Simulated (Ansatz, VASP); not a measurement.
HfN: VASP beside Ansatz

```
Hf N
1.0
     0.00000    2.27384    2.27384
     2.27384    0.00000    2.27384
     2.27384    2.27384    0.00000
Hf N
1 1
Direct
  0.00000 0.00000 0.00000
  0.50000 0.50000 0.50000
```

Alike in both runs: functional PBE; k mesh 16 × 16 × 16; occupations methfessel-paxton of order 1, width 0.2 eV; no spin polarisation.

Ansatz relaxed the structure, and its values are those at the end. VASP's run is a single point on that final structure, the one shown.

|  | VASP | Ansatz |
| --- | --- | --- |
| version | VASP 6.6.1 | Ansatz 0.2.0 |
| potentials or method | VASP PAW PBE potentials, release 64 (Hf_pv, N), cutoff 600 eV | scalar-relativistic, plane waves, PAW |
| valence electrons in the cell | 15 | 31 |

```csv
,VASP,Ansatz,Ansatz less VASP
gap on the k mesh at the Fermi level (eV),none,none,-
pressure (GPa),-2.4,0.0,+2.45
```

A gap of «none» marks a metal or a gap that the smearing closes. VASP's potentials hold 15 valence electrons a cell and Ansatz's 31, so a difference there can come from the potentials and not from the codes.

Spin-orbit coupling is off throughout.
